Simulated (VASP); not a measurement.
# VN (Fm-3m) in VASP: further runs

Runs on VN. Level: PBE. Tasks: relaxation of the atoms.

All numbers are computed with VASP 6.6.1; they aren't measurements. Logs are shortened: lines on timing, memory, paths and dates and some standing lists are left out, and cuts for length are marked.

### 1 The cell of the first run

It takes space group Fm-3m (No. 225, cubic). The conventional cell has a = 4.100 Å, b = 4.100 Å, c = 4.100 Å, α = 90.00°, β = 90.00°, γ = 90.00°. V (site symmetry m-3m) has 6 N at 2.05 Å within 2.7 Å. N (site symmetry m-3m) has 6 V at 2.05 Å within 2.7 Å.

### 2 Relaxation of the atoms, PBE, collinear spin, ferromagnetic start (8.62 Å³/atom)

Contents of INCAR:

```
SYSTEM = VN
ALGO = Normal
EDIFF = 1E-7
EDIFFG = -0.02
ENCUT = 520
GGA = PE
GGA_COMPAT = .False.
IBRION = 2
ISIF = 2
ISMEAR = -1
ISPIN = 2
KPAR = 4
LASPH = .True.
LCHARG = .False.
LMAXMIX = 4
LORBIT = 11
LREAL = .False.
LWAVE = .False.
MAGMOM = 2 0
NELM = 200
NELMIN = 4
NSW = 80
PREC = Accurate
SIGMA = 0.05
```

Contents of KPOINTS:

```
k-points
0
Gamma
  19 19 19
  0 0 0
```

Contents of POSCAR:

```
VN
1.0
    0.0000000000      2.0501472336      2.0501472336
    2.0501472336      0.0000000000      2.0501472336
    2.0501472336      2.0501472336      0.0000000000
V N
1 1
Direct
    0.0000000000      0.0000000000      0.0000000000
    0.5000000000      0.5000000000      0.5000000000
```

Potentials or basis: VASP PAW PBE potentials, release 64 (V_sv, N).

Run with:

```bash
> cat potpaw_PBE.64/V_sv/POTCAR potpaw_PBE.64/N/POTCAR > POTCAR
> mpirun -np 4 vasp_std > vasp.out
```

OUTCAR:

```text
SYSTEM = VN
   EDIFF = 1E-7
   EDIFFG = -0.02
   ENCUT = 520
   GGA = PE
   IBRION = 2
   ISIF = 2
   ISMEAR = -1
   ISPIN = 2
   LASPH = .True.
   LORBIT = 11
   LREAL = .False.
   NELM = 200
   NELMIN = 4
   NSW = 80
   PREC = Accurate

 ion  position               nearest neighbor table
   1  0.000  0.000  0.000-   2 2.05   2 2.05   2 2.05   2 2.05   2 2.05   2 2.05
   2  0.500  0.500  0.500-   1 2.05   1 2.05   1 2.05   1 2.05   1 2.05   1 2.05

  LATTYP: Found a face centered cubic cell.
 ALAT       =     4.1002944672

  Lattice vectors:

 A1 = (   0.0000000000,   2.0501472336,   2.0501472336)
 A2 = (   2.0501472336,   0.0000000000,   2.0501472336)
 A3 = (   2.0501472336,   2.0501472336,   0.0000000000)

Analysis of symmetry for initial positions (statically):
=====================================================================
 Subroutine PRICEL returns:
 Original cell was already a primitive cell.

 Routine SETGRP: Setting up the symmetry group for a
 face centered cubic supercell.

 Subroutine GETGRP returns: Found 48 space group operations
 (whereof 48 operations were pure point group operations)
 out of a pool of 48 trial point group operations.

The static configuration has the point symmetry O_h .

Analysis of symmetry for dynamics (positions and initial velocities):
=====================================================================
 Subroutine PRICEL returns:
 Original cell was already a primitive cell.

 Routine SETGRP: Setting up the symmetry group for a
 face centered cubic supercell.

 Subroutine GETGRP returns: Found 48 space group operations
 (whereof 48 operations were pure point group operations)
 out of a pool of 48 trial point group operations.

The dynamic configuration has the point symmetry O_h .

Analysis of structural, dynamic, and magnetic symmetry:
=====================================================================
 Subroutine PRICEL returns:
 Original cell was already a primitive cell.

 Routine SETGRP: Setting up the symmetry group for a
 face centered cubic supercell.

 Subroutine GETGRP returns: Found 48 space group operations
 (whereof 48 operations were pure point group operations)
 out of a pool of 48 trial point group operations.

The overall configuration has the point symmetry O_h .

 Subroutine INISYM returns: Found 48 space group operations
 (whereof 48 operations are pure point group operations),
 and found     1 'primitive' translations

----------------------------------------------------------------------------------------

                                     Primitive cell

  volume of cell :      17.2340

  direct lattice vectors                    reciprocal lattice vectors
     0.000000000  2.050147234  2.050147234    -0.243884923  0.243884923  0.243884923
     2.050147234  0.000000000  2.050147234     0.243884923 -0.243884923  0.243884923
     2.050147234  2.050147234  0.000000000     0.243884923  0.243884923 -0.243884923

  length of vectors
     2.899346023  2.899346023  2.899346023     0.422421078  0.422421078  0.422421078

  position of ions in fractional coordinates (direct lattice)
     0.000000000  0.000000000  0.000000000
     0.500000000  0.500000000  0.500000000

  ion indices of the primitive-cell ions
   primitive index   ion index
                 1           1
                 2           2

----------------------------------------------------------------------------------------

 KPOINTS: k-points

Automatic generation of k-mesh.
 Grid dimensions read from file:
 generate k-points for:   19   19   19

 Generating k-lattice:

  Cartesian coordinates                     Fractional coordinates (reciprocal lattice)
    -0.012836049  0.012836049  0.012836049     0.052631579  0.000000000  0.000000000
     0.012836049 -0.012836049  0.012836049     0.000000000  0.052631579  0.000000000
     0.012836049  0.012836049 -0.012836049     0.000000000  0.000000000  0.052631579

  Length of vectors
     0.022232688  0.022232688  0.022232688

  Shift w.r.t. Gamma in fractional coordinates (k-lattice)
     0.000000000  0.000000000  0.000000000

 Subroutine IBZKPT returns following result:
 ===========================================

 Found    220 irreducible k-points:

 Following reciprocal coordinates:
            Coordinates               Weight
  0.000000  0.000000  0.000000      1.000000
  0.052632  0.000000  0.000000      8.000000
  0.105263  0.000000  0.000000      8.000000
[... 38 lines left out ...]
   ENCUT  =  520.0 eV  38.22 Ry    6.18 a.u.   5.39  5.39  5.39*2*pi/ulx,y,z
   NELM   =    200;   NELMIN=  4; NELMDL= -5     # of ELM steps
   EDIFF  = 0.1E-06   stopping-criterion for ELM
   LREAL  =      F    real-space projection
   EDIFFG = -.2E-01   stopping-criterion for IOM
   NSW    =     80    number of steps for IOM
   IBRION =      2    ionic relax: 0-MD 1-quasi-New 2-CG
   NFREE  =      1    steps in history (QN), initial steepest desc. (CG)
   ISIF   =      2    stress and relaxation
   ISYM   =      2    0-nonsym 1-usesym 2-fastsym
   POTIM  = 0.5000    time-step for ionic-motion
   TEBEG  =    0.0;   TEEND  =   0.0 temperature during run
   PSTRESS=    0.0 pullay stress
   NELECT =      18.0000    total number of electrons
   NUPDOWN=      -1.0000    fix difference up-down
   EMIN   =  10.00;   EMAX   =-10.00  energy-range for DOS
   EFERMI =   0.00;   METHOD = LEGACY
   ISMEAR =    -1;   SIGMA  =   0.05  broadening in eV -4-tet -1-fermi 0-gaus
   EFERMI_NEDOS =   21; number of points for ismear=-14 and -15
   IALGO  =     38    algorithm
   IMIX   =      4    mixing-type and parameters
     AMIX     =   0.40;   BMIX     =  1.00
     AMIX_MAG =   1.60;   BMIX_MAG =  1.00
  volume/ion in A,a.u.               =       8.62        58.15
  Fermi-wavevector in a.u.,A,eV,Ry     =   1.661004  3.138842 37.537569  2.758933
  Thomas-Fermi vector in A             =   2.748142
   LORBIT       =     11    0 simple, 1 ext, 2 COOP (PROOUT), +10 PAW based schemes
   GGA     = PE    functional components
   LHFCALC =     F    Hartree Fock is set to
   AEXX    =    0.0000 exact exchange contribution
   IVDW    =     0    specifies the selected vdW correction
   LEPSILON=     F    determine dielectric tensor
   LRPA    =     F    only Hartree local field effects (RPA)
 conjugate gradient relaxation of ions
 spin polarized calculation
  energy-cutoff  :      520.00
  volume of cell :       17.23
 maximum number of plane-waves:       483
 NGX is ok and might be reduce to    24
   NGX = 11   NGY = 11   NGZ = 11

 number of electron      18.0000006 magnetization       0.0003433

 Free energy of the ion-electron system (eV)
  ---------------------------------------------------
  ext. energy  EPLUGINS =         0.00000000
  ---------------------------------------------------
  free energy    TOTEN  =       -19.30371632 eV

  energy without entropy =      -19.28927869  energy(sigma->0) =      -19.29649750

 E-fermi :  12.2018     XC(G=0): -13.6957

 val. band max:       12.1969387871   @ k =  -0.2632   0.4211   0.1579
 cond. band min:      12.2025048004   @ k =   0.3158   0.0526   0.0000
 fundamental gap:      0.0055660133
 Fermi energy:        12.2017986698

 spin component 1

 k-point     1 :       0.0000    0.0000    0.0000
  band No.  band energies     occupation
      1     -53.2318      1.00000
      2     -26.8571      1.00000
      3     -26.8571      1.00000
      4     -26.8571      1.00000
      5      -5.8900      1.00000
      6       9.9375      1.00000
      7       9.9375      1.00000
      8       9.9375      1.00000
      9      10.6324      1.00000
     10      10.6324      1.00000
     11      10.6324      1.00000
     12      11.7223      0.99993
     13      11.7223      0.99993
     14      18.3571      0.00000
[... 379 lines left out ...]
      3     -26.9033      1.00000
      4     -26.8804      1.00000
      5      -4.4266      1.00000
      6       5.4364      1.00000
      7       6.8390      1.00000
      8       7.0958      1.00000
      9      11.7175      0.99994
     10      11.9858      0.98687
     11      12.5608      0.00076
     12      15.0460      0.00000
     13      15.9565      0.00000
     14      20.2630      0.00000

 [... further k-points ...]

 spin component 2

 k-point     1 :       0.0000    0.0000    0.0000
  band No.  band energies     occupation
      1     -53.2314      1.00000
      2     -26.8567      1.00000
      3     -26.8567      1.00000
      4     -26.8567      1.00000
      5      -5.8900      1.00000
      6       9.9374      1.00000
      7       9.9374      1.00000
      8       9.9374      1.00000
      9      10.6327      1.00000
     10      10.6327      1.00000
     11      10.6327      1.00000
     12      11.7226      0.99993
     13      11.7226      0.99993
     14      18.3572      0.00000
[... 379 lines left out ...]
      3     -26.9029      1.00000
      4     -26.8800      1.00000
      5      -4.4266      1.00000
      6       5.4365      1.00000
      7       6.8391      1.00000
      8       7.0959      1.00000
      9      11.7178      0.99994
     10      11.9861      0.98679
     11      12.5611      0.00076
     12      15.0462      0.00000
     13      15.9567      0.00000
     14      20.2631      0.00000

 [... further k-points ...]

------------------------ aborting loop because EDIFF is reached ----------------------------------------

  FORCE on cell =-STRESS in cart. coord.  units (eV):
  Direction    XX          YY          ZZ          XY          YZ          ZX
  --------------------------------------------------------------------------------------
  -------------------------------------------------------------------------------------
  Total        0.5089545      0.5089545      0.5089545      0.0000000     -0.0000000      0.0000000
  in kB       47.3156058     47.3156058     47.3156058      0.0000000     -0.0000000      0.0000000
  external PRESSURE =      47.3156058 kB  Pullay stress =       0.0000000 kB

 VOLUME and BASIS-vectors are now :
 -----------------------------------------------------------------------------
  energy-cutoff  :      520.00
  volume of cell :       17.23
      direct lattice vectors                 reciprocal lattice vectors
     0.000000000  2.050147234  2.050147234    -0.243884923  0.243884923  0.243884923
     2.050147234  0.000000000  2.050147234     0.243884923 -0.243884923  0.243884923
     2.050147234  2.050147234  0.000000000     0.243884923  0.243884923 -0.243884923

 POSITION                                       TOTAL-FORCE (eV/Angst)
 -----------------------------------------------------------------------------------
      0.00000      0.00000      0.00000         0.000000      0.000000      0.000000
      2.05015      2.05015      2.05015         0.000000     -0.000000      0.000000
 -----------------------------------------------------------------------------------
    total drift:                                0.000000     -0.000000     -0.000000

  FREE ENERGIE OF THE ION-ELECTRON SYSTEM (eV)
  ---------------------------------------------------
  free  energy   TOTEN  =       -19.3037163186 eV

  energy  without entropy=      -19.2892786857  energy(sigma->0) =      -19.29649750

 reached required accuracy - stopping structural energy minimisation

 total charge

# of ion       s       p       d       tot
------------------------------------------
    1        2.243   6.287   3.171  11.701
    2        1.247   2.524   0.000   3.771
--------------------------------------------------
tot          3.490   8.811   3.171  15.472

 magnetization (x)

# of ion       s       p       d       tot
------------------------------------------
    1        0.000   0.000   0.000   0.000
    2       -0.000  -0.000   0.000  -0.000
--------------------------------------------------
tot          0.000  -0.000   0.000   0.000
```

Run time: 31 s. Hardware: 4 MPI ranks of Intel Xeon Platinum 8259CL at 2.50GHz (Skylake/Cascade Lake), shared host; peak memory 0.21 GiB.

What came out:

| Quantity | Value |
| --- | --- |
| Free energy | -19.3037 eV |
| Pressure after relaxing | 4.7 GPa |
| Band gap on the k mesh | zero (filled and empty bands overlap) |
| Net moment | 0.00 μB per cell |
| Valence electrons inside the program's atomic spheres | V 11.70; N 3.77 |

Final structure:
```yaml
crystal:
  lattice:
    - [0.00000, 2.05015, 2.05015]
    - [2.05015, 0.00000, 2.05015]
    - [2.05015, 2.05015, 0.00000]
  atoms:
    - { symbol: V, position: [0.00000, 0.00000, 0.00000] }
    - { symbol: N, position: [0.50000, 0.50000, 0.50000] }
```

Levels at points of the mesh, in eV from the Fermi level:
Spin up:
| k point | band 6 | band 7 | band 8 | band 9 | band 10 | band 11 | band 12 | band 13 |
| --- | --- | --- | --- | --- | --- | --- | --- | --- |
| (0.00, 0.00, 0.00) | -2.26 | -2.26 | -2.26 | -1.57 | -1.57 | -1.57 | -0.48 | -0.48 |
Spin down:
| k point | band 7 | band 8 | band 9 | band 10 | band 11 | band 12 |
| --- | --- | --- | --- | --- | --- | --- |
| (0.00, 0.00, 0.00) | -2.26 | -2.26 | -1.57 | -1.57 | -1.57 | -0.48 |

Caveat: the relaxation stopped at its first step, so nothing moved; the moments typed at the start vanished in this run.

### 3 Relaxation of the atoms, PBE, collinear spin, ferromagnetic start

This run uses another cell than the first one, of 8.79 Å³/atom.

Contents of INCAR:

```
SYSTEM = VN
ALGO = Normal
EDIFF = 1E-7
EDIFFG = -0.02
ENCUT = 520
GGA = PE
GGA_COMPAT = .FALSE.
IBRION = 2
ISIF = 2
ISMEAR = -1
ISPIN = 2
KPAR = 4
LASPH = .TRUE.
LCHARG = .FALSE.
LMAXMIX = 4
LORBIT = 11
LREAL = .FALSE.
LWAVE = .FALSE.
MAGMOM = 2 0
NELM = 200
NELMIN = 4
NSW = 80
PREC = Accurate
SIGMA = 0.05
```

Contents of KPOINTS:

```
k-points
0
G
  19 19 19
  0 0 0
```

Contents of POSCAR:

```
VN
1.0
    0.0000000000      2.0640000000      2.0640000000
    2.0640000000      0.0000000000      2.0640000000
    2.0640000000      2.0640000000      0.0000000000
V N
1 1
Direct
    0.0000000000      0.0000000000      0.0000000000
    0.5000000000      0.5000000000      0.5000000000
```

Potentials or basis: VASP PAW PBE potentials, release 64 (V_sv, N).

Run with:

```bash
> cat potpaw_PBE.64/V_sv/POTCAR potpaw_PBE.64/N/POTCAR > POTCAR
> mpirun -np 4 vasp_std > vasp.out
```

Wall time 28 s (4 MPI ranks of Intel Xeon Platinum 8259CL at 2.50GHz (Skylake/Cascade Lake), shared host); peak memory 0.2 GiB.

It converged, with:

| Property | Result |
| --- | --- |
| Free energy | -19.3073 eV |
| Pressure after relaxing | -1.7 GPa |
| Band gap on the k mesh | zero (filled and empty bands overlap) |
| Net moment | 0.00 μB per cell |
| Valence electrons inside the program's atomic spheres | V 11.65; N 3.76 |

Final structure:
```yaml
crystal:
  lattice:
    - [0.00000, 2.06400, 2.06400]
    - [2.06400, 0.00000, 2.06400]
    - [2.06400, 2.06400, 0.00000]
  atoms:
    - { symbol: V, position: [0.00000, 0.00000, 0.00000] }
    - { symbol: N, position: [0.50000, 0.50000, 0.50000] }
```

Levels at points of the mesh, in eV from the Fermi level:
Spin up:
```
           k point  band 6  band 7  band 8  band 9  band 10  band 11  band 12  band 13
(0.00, 0.00, 0.00)   -2.22   -2.22   -2.22   -1.52    -1.52    -1.52    -0.46    -0.46
```
Spin down:
```
           k point  band 7  band 8  band 9  band 10  band 11  band 12
(0.00, 0.00, 0.00)   -2.22   -2.22   -1.52    -1.52    -1.52    -0.46
```

Caveat: the relaxation stopped at its first step, so nothing moved; the moments typed at the start vanished in this run. With open d or f shells a metallic result of PBE can be an artefact of self-interaction; +U or a hybrid may open a gap.
